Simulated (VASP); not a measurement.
HfO2: single point with PBE

Crystal: HfO2.

```
Hf O
1.0
     5.02118    0.03107    0.10551
    -0.03107   -5.08075    0.16145
    -0.10551    0.16145   -4.86811
Hf O
4 8
Direct
  0.01028 0.48406 0.50974
  0.47226 0.00564 0.48653
  0.50732 0.49854 0.98622
  0.99661 0.04021 0.01665
  0.23600 0.22257 0.25220
  0.77239 0.79059 0.23997
  0.76698 0.23942 0.76285
  0.25874 0.73978 0.73309
  0.76127 0.74092 0.76198
  0.24752 0.25717 0.76202
  0.23328 0.74916 0.23487
  0.73734 0.23195 0.25389
```

This cell differs from its parent crystal: atoms moved at random and the cell strained at random.

```
Program                : VASP 6.6.1
Task                   : single point
Functional             : PBE
Potentials or basis    : VASP PAW PBE potentials, release 64 (Hf_pv, O)
Cutoff                 : 520 eV
k mesh                 : 6 × 6 × 6
Occupations            : gaussian, width 0.05 eV
Spin                   : no spin polarisation
Dipole correction      : no
Further INCAR settings : ALGO = Normal; EDIFF = 1e-06; NBANDS = 56
```

The pressure is 23.9 GPa. The largest force is 8.167 eV/Å and the band gap on the k mesh is 2.68 eV.

Forces in eV/Å, atoms in the order of the input:
```
Hf  -1.986 -3.137 -0.270
Hf   2.742  3.308 -0.917
Hf   1.862 -3.386 -0.622
Hf  -3.047  6.730  3.481
O    3.177 -4.351 -2.829
O   -2.168  2.548 -2.060
O   -1.495 -1.316  1.627
O    0.942 -0.932 -0.335
O   -0.881  1.417  1.462
O    0.565  0.729  0.979
O    1.594  1.855  0.058
O   -1.306 -3.466 -0.574
```

Stress tensor (GPa, compression positive):
```
21.23 -2.75 -9.42
-2.75 15.09  5.91
-9.42  5.91 35.47
```

Levels at points of the mesh, in eV from the valence-band top:
```csv
k point,band 41,band 42,band 43,band 44,band 45,band 46,band 47,band 48
"(0.00, 0.00, 0.00)",-0.86,-0.83,-0.43,0.00,2.68,2.97,3.14,3.67
"(0.50, 0.00, 0.00)",-1.36,-1.15,-0.64,-0.10,3.44,3.68,3.89,4.01
"(0.00, 0.50, 0.00)",-1.09,-0.74,-0.60,0.00,3.15,3.62,3.80,4.03
"(0.50, 0.50, 0.00)",-2.11,-1.52,-0.87,-0.20,3.04,3.26,3.64,4.06
"(0.00, 0.00, 0.50)",-1.38,-1.11,-0.79,-0.62,3.57,3.74,3.86,3.99
"(0.50, 0.00, 0.50)",-1.99,-1.79,-1.32,-1.00,3.49,3.67,3.97,4.06
"(0.00, 0.50, 0.50)",-1.99,-1.80,-0.95,-0.79,3.23,3.36,4.12,4.24
"(0.50, 0.50, 0.50)",-2.41,-2.27,-1.83,-1.66,3.47,3.67,3.85,3.97
```

It took 16 min on 1 thread of Oxide Virtual Turin-like Processor (shared host), peak memory 0.58 GiB.

Caveat: the cell differs from its parent crystal (atoms moved at random and the cell strained at random); the stress differs along the axes, from 15 to 35 GPa; spin-orbit coupling is left out, which moves the levels of the heavy elements; forces of over 1 eV/Å act on the atoms, so gaps and moduli don't describe the material at rest. A k mesh can miss the band edges.
